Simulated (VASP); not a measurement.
# CoO (Fm-3m) in VASP: settings compared

CoO is run at these levels: PBE, RPBE+D4; tasks: relaxation of cell and atoms.

Program: VASP 6.6.1. These are calculated values, not measurements. Logs are shortened: lines on timing, memory, paths and dates and some standing lists are left out, and cuts for length are marked.

**1. The cell of the first run**

The structure is cubic, space group Fm-3m (No. 225). Conventional cell: a = 4.263 Å, b = 4.263 Å, c = 4.263 Å, α = 90.00°, β = 90.00°, γ = 90.00°. Co (site symmetry m-3m) has 6 O at 2.13 Å within 2.8 Å. Within 2.8 Å of O (site symmetry m-3m) lie 6 Co at 2.13 Å.

**2. Relaxation of cell and atoms, PBE, collinear spin, ferromagnetic start**

The input, INCAR:

```
PREC = Accurate ; ENCUT = 600
EDIFF = 1E-6 ; ISMEAR = -1
SIGMA = 0.05 ; LREAL = False
LASPH = True ; NELM = 150
ALGO = Normal ; ISIF = 3
LWAVE = False ; LCHARG = False
ISPIN = 2 ; MAGMOM = 2 0
LORBIT = 11 ; LMAXMIX = 4
GGA = PE ; IBRION = 2
NSW = 80 ; EDIFFG = -0.005
```

The input, KPOINTS:

```
regular mesh
0
Gamma
  11 11 11
```

The input, POSCAR:

```
CoO
1.0
    0.0000000000      2.1315000000      2.1315000000
    2.1315000000      0.0000000000      2.1315000000
    2.1315000000      2.1315000000      0.0000000000
Co O
1 1
Direct
    0.0000000000      0.0000000000      0.0000000000
    0.5000000000      0.5000000000      0.5000000000
```

Potentials or basis: VASP PAW PBE potentials, release 64 (Co, O).

The run is started by

```bash
> cat potpaw_PBE.64/Co/POTCAR potpaw_PBE.64/O/POTCAR > POTCAR
> mpirun -np 1 vasp_std > vasp.out
```

OUTCAR:

```text
PREC = Accurate
   ENCUT = 600
   EDIFF = 1E-6
   ISMEAR = -1
   LREAL = False
   LASPH = True
   NELM = 150
   ISIF = 3
   ISPIN = 2
   LORBIT = 11
   GGA = PE
   IBRION = 2
   NSW = 80
   EDIFFG = -0.005

 ion  position               nearest neighbor table
   1  0.000  0.000  0.000-   2 2.13   2 2.13   2 2.13   2 2.13   2 2.13   2 2.13
   2  0.500  0.500  0.500-   1 2.13   1 2.13   1 2.13   1 2.13   1 2.13   1 2.13

  LATTYP: Found a face centered cubic cell.
 ALAT       =     4.2630000000

  Lattice vectors:

 A1 = (   0.0000000000,   2.1315000000,   2.1315000000)
 A2 = (   2.1315000000,   0.0000000000,   2.1315000000)
 A3 = (   2.1315000000,   2.1315000000,   0.0000000000)

Analysis of symmetry for initial positions (statically):
=====================================================================
 Subroutine PRICEL returns:
 Original cell was already a primitive cell.

 Routine SETGRP: Setting up the symmetry group for a
 face centered cubic supercell.

 Subroutine GETGRP returns: Found 48 space group operations
 (whereof 48 operations were pure point group operations)
 out of a pool of 48 trial point group operations.

The static configuration has the point symmetry O_h .

Analysis of symmetry for dynamics (positions and initial velocities):
=====================================================================
 Subroutine PRICEL returns:
 Original cell was already a primitive cell.

 Routine SETGRP: Setting up the symmetry group for a
 face centered cubic supercell.

 Subroutine GETGRP returns: Found 48 space group operations
 (whereof 48 operations were pure point group operations)
 out of a pool of 48 trial point group operations.

The dynamic configuration has the point symmetry O_h .

Analysis of structural, dynamic, and magnetic symmetry:
=====================================================================
 Subroutine PRICEL returns:
 Original cell was already a primitive cell.

 Routine SETGRP: Setting up the symmetry group for a
 face centered cubic supercell.

 Subroutine GETGRP returns: Found 48 space group operations
 (whereof 48 operations were pure point group operations)
 out of a pool of 48 trial point group operations.

The overall configuration has the point symmetry O_h .

 Subroutine INISYM returns: Found 48 space group operations
 (whereof 48 operations are pure point group operations),
 and found     1 'primitive' translations

----------------------------------------------------------------------------------------

                                     Primitive cell

  volume of cell :      19.3681

  direct lattice vectors                    reciprocal lattice vectors
     0.000000000  2.131500000  2.131500000    -0.234576589  0.234576589  0.234576589
     2.131500000  0.000000000  2.131500000     0.234576589 -0.234576589  0.234576589
     2.131500000  2.131500000  0.000000000     0.234576589  0.234576589 -0.234576589

  length of vectors
     3.014396208  3.014396208  3.014396208     0.406298571  0.406298571  0.406298571

  position of ions in fractional coordinates (direct lattice)
     0.000000000  0.000000000  0.000000000
     0.500000000  0.500000000  0.500000000

  ion indices of the primitive-cell ions
   primitive index   ion index
                 1           1
                 2           2

----------------------------------------------------------------------------------------

 KPOINTS: regular mesh

Automatic generation of k-mesh.
 Grid dimensions read from file:
 generate k-points for:   11   11   11

 Generating k-lattice:

  Cartesian coordinates                     Fractional coordinates (reciprocal lattice)
    -0.021325144  0.021325144  0.021325144     0.090909091  0.000000000  0.000000000
     0.021325144 -0.021325144  0.021325144     0.000000000  0.090909091  0.000000000
     0.021325144  0.021325144 -0.021325144     0.000000000  0.000000000  0.090909091

  Length of vectors
     0.036936234  0.036936234  0.036936234

  Shift w.r.t. Gamma in fractional coordinates (k-lattice)
     0.000000000  0.000000000  0.000000000

 Subroutine IBZKPT returns following result:
 ===========================================

 Found     56 irreducible k-points:

 Following reciprocal coordinates:
            Coordinates               Weight
  0.000000  0.000000  0.000000      1.000000
  0.090909  0.000000  0.000000      8.000000
  0.181818  0.000000  0.000000      8.000000
  0.272727  0.000000  0.000000      8.000000
  0.363636  0.000000  0.000000      8.000000
  0.454545  0.000000  0.000000      8.000000
[... 16 lines left out ...]
 -0.272727  0.181818  0.000000     24.000000
 -0.181818  0.181818  0.000000     12.000000
 [... further k-points ...]
   k-points           NKPTS =     56   k-points in BZ     NKDIM =     56   number of bands    NBANDS=     12
   number of dos      NEDOS =    301   number of ions     NIONS =      2
   total plane-waves  NPLWV =  13824
   dimension x,y,z NGX =    24 NGY =   24 NGZ =   24
   dimension x,y,z NGXF=    48 NGYF=   48 NGZF=   48
   ions per type =               1   1
   NGX,Y,Z   is equivalent  to a cutoff of  13.24, 13.24, 13.24 a.u.
   NGXF,Y,Z  is equivalent  to a cutoff of  26.47, 26.47, 26.47 a.u.
 SYSTEM =  unknown system
   PREC   = accura    normal or accurate (medium, high low for compatibility)
   ISTART =      0    job   : 0-new  1-cont  2-samecut
   ICHARG =      2    charge: 1-file 2-atom 10-const
   ISPIN  =      2    spin polarized calculation?
   LNONCOLLINEAR =      F non collinear calculations
   LSORBIT =      F    spin-orbit coupling
   LASPH  =      T    aspherical Exc in radial PAW
   ENCUT  =  600.0 eV  44.10 Ry    6.64 a.u.   6.02  6.02  6.02*2*pi/ulx,y,z
   NELM   =    150;   NELMIN=  2; NELMDL= -5     # of ELM steps
   EDIFF  = 0.1E-05   stopping-criterion for ELM
   LREAL  =      F    real-space projection
   EDIFFG = -.5E-02   stopping-criterion for IOM
   NSW    =     80    number of steps for IOM
   IBRION =      2    ionic relax: 0-MD 1-quasi-New 2-CG
   NFREE  =      1    steps in history (QN), initial steepest desc. (CG)
   ISIF   =      3    stress and relaxation
   ISYM   =      2    0-nonsym 1-usesym 2-fastsym
   POTIM  = 0.5000    time-step for ionic-motion
   TEBEG  =    0.0;   TEEND  =   0.0 temperature during run
   PSTRESS=    0.0 pullay stress
   NELECT =      15.0000    total number of electrons
   NUPDOWN=      -1.0000    fix difference up-down
   EMIN   =  10.00;   EMAX   =-10.00  energy-range for DOS
   EFERMI =   0.00;   METHOD = LEGACY
   ISMEAR =    -1;   SIGMA  =   0.05  broadening in eV -4-tet -1-fermi 0-gaus
   EFERMI_NEDOS =   21; number of points for ismear=-14 and -15
   IALGO  =     38    algorithm
   IMIX   =      4    mixing-type and parameters
     AMIX     =   0.40;   BMIX     =  1.00
     AMIX_MAG =   1.60;   BMIX_MAG =  1.00
  volume/ion in A,a.u.               =       9.68        65.35
  Fermi-wavevector in a.u.,A,eV,Ry     =   1.503407  2.841027 30.752334  2.260233
  Thomas-Fermi vector in A             =   2.614521
   LORBIT       =     11    0 simple, 1 ext, 2 COOP (PROOUT), +10 PAW based schemes
   GGA     = PE    functional components
   LHFCALC =     F    Hartree Fock is set to
   AEXX    =    0.0000 exact exchange contribution
   IVDW    =     0    specifies the selected vdW correction
   LEPSILON=     F    determine dielectric tensor
   LRPA    =     F    only Hartree local field effects (RPA)
 conjugate gradient relaxation of ions
 spin polarized calculation
  energy-cutoff  :      600.00
  volume of cell :       19.37
 maximum number of plane-waves:       660
   NGX = 13   NGY = 13   NGZ = 13

--------------------------------------- Ionic step        1  -------------------------------------------

 number of electron      15.0000007 magnetization       2.8984129

 Free energy of the ion-electron system (eV)
  ---------------------------------------------------
  ext. energy  EPLUGINS =         0.00000000
  ---------------------------------------------------
  free energy    TOTEN  =       -13.06429942 eV

  energy without entropy =      -13.02957569  energy(sigma->0) =      -13.04693756

------------------------ aborting loop because EDIFF is reached ----------------------------------------

  FORCE on cell =-STRESS in cart. coord.  units (eV):
  Direction    XX          YY          ZZ          XY          YZ          ZX
  --------------------------------------------------------------------------------------
  -------------------------------------------------------------------------------------
  Total       -0.3400414     -0.3400414     -0.3400414      0.0000000      0.0000000     -0.0000000
  in kB      -28.1291367    -28.1291367    -28.1291367      0.0000000      0.0000000     -0.0000000
  external PRESSURE =     -28.1291367 kB  Pullay stress =       0.0000000 kB
[... 57 lines left out ...]
  energy  without entropy=      -13.0318892694  energy(sigma->0) =      -13.04900679

--------------------------------------- Ionic step        3  -------------------------------------------

 number of electron      15.0000004 magnetization       2.8636959

 Free energy of the ion-electron system (eV)
  ---------------------------------------------------
  ext. energy  EPLUGINS =         0.00000000
  ---------------------------------------------------
  free energy    TOTEN  =       -13.06687765 eV

  energy without entropy =      -13.03248103  energy(sigma->0) =      -13.04967934

 E-fermi :   8.0923     XC(G=0): -12.4852

 val. band max:        8.0875605874   @ k =  -0.1818   0.2727   0.0909
 cond. band min:       8.0967498675   @ k =  -0.2727   0.1818   0.0000
 fundamental gap:      0.0091892801
 Fermi energy:         8.0923104014

 spin component 1

 k-point     1 :       0.0000    0.0000    0.0000
  band No.  band energies     occupation
      1     -12.2177      1.00000
      2       4.8436      1.00000
      3       4.8436      1.00000
      4       4.9218      1.00000
      5       4.9218      1.00000
      6       4.9218      1.00000
      7       5.0328      1.00000
      8       5.0328      1.00000
      9       5.0328      1.00000
     10       9.1707      0.00000
     11      25.0003      0.00000
     12      26.3454      0.00000
[... 331 lines left out ...]
 k-point    24 :      -0.1818    0.1818    0.0000
  band No.  band energies     occupation
      1     -11.4586      1.00000
      2       1.3904      1.00000
      3       2.4551      1.00000
      4       3.0707      1.00000
      5       5.3697      1.00000
      6       5.3888      1.00000
      7       6.1547      1.00000
      8       6.1704      1.00000
      9       7.8501      0.99219
     10      12.8389      0.00000
     11      19.7280      0.00000
     12      20.8338      0.00000

 [... further k-points ...]

 spin component 2

 k-point     1 :       0.0000    0.0000    0.0000
  band No.  band energies     occupation
      1     -11.7333      1.00000
      2       5.4626      1.00000
      3       5.4626      1.00000
      4       5.4626      1.00000
      5       6.9680      1.00000
      6       6.9681      1.00000
      7       6.9681      1.00000
      8       8.1419      0.27058
      9       8.1420      0.27001
     10       9.6997      0.00000
     11      24.9114      0.00000
     12      26.8311      0.00000
[... 374 lines left out ...]
  FREE ENERGIE OF THE ION-ELECTRON SYSTEM (eV)
  ---------------------------------------------------
  free  energy   TOTEN  =       -13.0668776508 eV

  energy  without entropy=      -13.0324810287  energy(sigma->0) =      -13.04967934

 reached required accuracy - stopping structural energy minimisation

 total charge

# of ion       s       p       d       tot
------------------------------------------
    1        0.297   0.365   7.155   7.817
    2        1.553   3.431   0.000   4.983
--------------------------------------------------
tot          1.850   3.795   7.155  12.800

 magnetization (x)

# of ion       s       p       d       tot
------------------------------------------
    1        0.021   0.018   2.489   2.528
    2        0.029   0.258   0.000   0.287
--------------------------------------------------
tot          0.049   0.276   2.489   2.814
```

Wall time 46 s (1 thread of AMD EPYC 9R45 (Zen 5), shared host); peak memory 0.14 GiB.

What came out:

| Quantity | Value |
| --- | --- |
| Free energy | -13.0669 eV |
| Relaxed volume | 9.53 Å³/atom |
| Relaxed cell | a = 2.999 Å, b = 2.999 Å, c = 2.999 Å, α = 60.00°, β = 60.00°, γ = 60.00° |
| Space group after relaxing (to 0.1 Å) | Fm-3m (No. 225) |
| Energy gained by relaxing | 1.3 meV/atom |
| Ionic steps | 3 |
| Pressure after relaxing | 0.0 GPa |
| Net moment | 2.86 μB per cell |
| Site moments | Co +2.53; O +0.29 μB |
| Valence electrons inside the program's atomic spheres | Co 7.82; O 4.98 |

Step by step:
| step | energy change (eV) | largest force (eV/Å) | pressure (GPa) | volume (Å³) |
| --- | --- | --- | --- | --- |
| 1 | 0.0000 | 0.0000 | -2.81 | 19.37 |
| 2 | -0.0018 | 0.0000 | 1.49 | 18.90 |
| 3 | -0.0026 | 0.0000 | -0.04 | 19.07 |

Final structure:
```xyz
2
Lattice="0.0000 2.1203 2.1203 2.1203 0.0000 2.1203 2.1203 2.1203 0.0000" Properties=species:S:1:pos:R:3 pbc="T T T"
Co    0.0000    0.0000    0.0000
O     2.1203    2.1203    2.1203
```

Caveat: a cell with one magnetic atom can't hold antiferromagnetic order, which such compounds often take; semilocal functionals often make such compounds metallic where correlation or magnetic order opens a gap, which also shifts bond lengths. With open d or f shells a metallic result of PBE can be an artefact of self-interaction; +U or a hybrid may open a gap.

(Part 1 of 2 ends here.)
